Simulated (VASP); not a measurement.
Al:

```
CELL_PARAMETERS angstrom
-1.59122 1.59122 1.59122
1.59122 -1.59122 1.59122
1.59122 1.59122 -1.59122
ATOMIC_POSITIONS crystal
Al 0.00000 0.00000 0.00000
```

| Quantity | Value |
| --- | --- |
| Program | VASP 6.6.1 |
| Task | relaxation of cell and atoms |
| Functional | PBEsol |
| Potentials or basis | VASP PAW PBE potentials, release 64 (Al) |
| Cutoff | 600 eV |
| k mesh | 18 × 18 × 18 |
| Occupations | gaussian, width 0.1 eV |
| Spin | no spin polarisation |

At the start: pressure 2.3 GPa; volume 16.12 Å³/atom.

Question: How do energy, volume and symmetry change on relaxing?

Answer: Over 3 steps the energy falls by 3.5 meV/atom and the volume is 16.61 Å³/atom (+3.0 %); space group Im-3m (No. 229, to 0.05 Å).

The path:
```
step  energy change (eV)  largest force (eV/Å)  pressure (GPa)  volume (Å³)
   1              0.0000                0.0000            2.34        16.12
   2             -0.0034                0.0000           -0.29        16.67
   3             -0.0035                0.0000            0.00        16.61
```

Final structure:
```xyz
1
Lattice="-1.6072 1.6072 1.6072 1.6072 -1.6072 1.6072 1.6072 1.6072 -1.6072" Properties=species:S:1:pos:R:3 pbc="T T T"
Al    0.0000    0.0000    0.0000
```

Caveat: the PAW data sets were made with another functional, which shifts forces and pressure a little.
